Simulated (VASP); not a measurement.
Wanted: the native input for a VASP 6.6.1 run.

```
Task                   : single point
Functional             : PBE
Potentials or basis    : VASP PAW PBE potentials, release 64 (Ge_d, Pt)
Cutoff                 : 520 eV
k mesh                 : 4 × 4 × 4, shifted
Occupations            : gaussian, width 0.1 eV
Spin                   : no spin polarisation
Dipole correction      : no
Further INCAR settings : LREAL = Auto; ALGO = Normal; EDIFF = 1e-06; NBANDS = 214
```

The structure of GePt lies in POSCAR:

```
GePt
1.0
   -5.8271352136      0.0000000000      6.1905450715
   -5.8271352136      0.0000000000     -6.1905450715
    5.8271352136     -7.4890374376      0.0000000000
Ge Pt
16 16
Direct
    0.4496305654      0.8621392763      0.1250000000
    0.1996305654      0.6121392763      0.6250000000
    0.9496305654      0.3621392763      0.1250000000
    0.6996305654      0.1121392763      0.6250000000
    0.8003694346      0.3878607237      0.3750000000
    0.5503694346      0.1378607237      0.8750000000
    0.3003694346      0.8878607237      0.3750000000
    0.0503694346      0.6378607237      0.8750000000
    0.3878607237      0.3003694346      0.3750000000
    0.1378607237      0.0503694346      0.8750000000
    0.8878607237      0.8003694346      0.3750000000
    0.6378607237      0.5503694346      0.8750000000
    0.8621392763      0.9496305654      0.1250000000
    0.6121392763      0.6996305654      0.6250000000
    0.3621392763      0.4496305654      0.1250000000
    0.1121392763      0.1996305654      0.6250000000
    0.6581149057      0.4651010734      0.1250000000
    0.4081149057      0.2151010734      0.6250000000
    0.1581149057      0.9651010734      0.1250000000
    0.9081149057      0.7151010734      0.6250000000
    0.5918850943      0.7848989266      0.3750000000
    0.3418850943      0.5348989266      0.8750000000
    0.0918850943      0.2848989266      0.3750000000
    0.8418850943      0.0348989266      0.8750000000
    0.7848989266      0.0918850943      0.3750000000
    0.5348989266      0.8418850943      0.8750000000
    0.2848989266      0.5918850943      0.3750000000
    0.0348989266      0.3418850943      0.8750000000
    0.4651010734      0.1581149057      0.1250000000
    0.2151010734      0.9081149057      0.6250000000
    0.9651010734      0.6581149057      0.1250000000
    0.7151010734      0.4081149057      0.6250000000
```

One way to write it, as run:

INCAR

```
ALGO     = Normal         # electronic algorithm
EDIFF    = 1E-6           # SCF threshold, eV
ENCUT    = 520            # plane-wave cutoff, eV
GGA      = PE             # functional
ISIF     = 2              # what is computed and relaxed
ISMEAR   = 0              # smearing method
LASPH    = T              # aspherical terms in the spheres
LCHARG   = F              # write CHGCAR
LREAL    = Auto         
LUSENCCL = F            
LWAVE    = F              # write WAVECAR
NBANDS   = 214            # bands
NELM     = 80             # most SCF steps
PREC     = Accurate       # precision mode
SIGMA    = 0.1            # smearing width, eV
```

KPOINTS

```
Automatic mesh
0
Gamma
  4 4 4
  0.5 0.5 0.5
```

Potentials or basis: VASP PAW PBE potentials, release 64 (Ge_d, Pt).

Run with:

```sh
$ cat potpaw_PBE.64/Ge_d/POTCAR potpaw_PBE.64/Pt/POTCAR > POTCAR
$ mpirun -np 1 vasp_std > vasp.out
```

It gave:

```json
{
 "Pressure": "-0.2 GPa",
 "Largest force": "0.017 eV/Å",
 "Band gap on the k mesh": "zero (bands 192 and 193 overlap by 0.76 eV)"
}
```

Caveat: spin-orbit coupling is left out, which moves the levels of the heavy elements.

Wall time 4.9 min on 1 × NVIDIA H100 80GB with 1 thread of AMD EPYC 7R13 Processor (Zen 3), with other jobs on the host, peak memory 2.2 GiB.
